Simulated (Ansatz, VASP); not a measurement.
Two plane-wave programs on Zn3SeS2

```xyz
6
Lattice="-1.9588 1.9588 8.3071 1.9588 -1.9588 8.3071 1.9588 1.9588 -8.3071" Properties=species:S:1:pos:R:3 pbc="T T T"
Zn    0.0000    1.9588    1.4834
Zn    1.9588    0.0000    4.1535
Zn    0.0000    1.9588    6.8237
Se    0.0000    0.0000    8.3071
S     0.0000    0.0000   13.7955
S     0.0000    0.0000    2.8187
```

Alike in both runs: functional PBE; k mesh 10 × 10 × 10; occupations gaussian, width 0.02 eV; no spin polarisation.

Ansatz relaxed the structure, and its values are those at the end. VASP's run is a single point on that final structure, the one shown.

|  | VASP | Ansatz |
| --- | --- | --- |
| version | VASP 6.6.1 | Ansatz 0.2.0 |
| potentials or method | VASP PAW PBE potentials, release 64 (Zn, Se, S), cutoff 520 eV | scalar-relativistic, plane waves, PAW |
| valence electrons in the cell | 54 | 64 |

Ansatz gave:

| Item | Value |
| --- | --- |
| gap on the k mesh at the Fermi level (eV) | 1.63 |
| least direct gap on the mesh (eV) | 1.63 |
| pressure (GPa) | 0.0 |

Question: Which values does VASP return?

Answer: gap on the k mesh at the Fermi level (eV): 1.63; least direct gap on the mesh (eV): 1.63; pressure (GPa): 0.2.

VASP's potentials hold 54 valence electrons a cell and Ansatz's 64, so a difference there can come from the potentials and not from the codes.
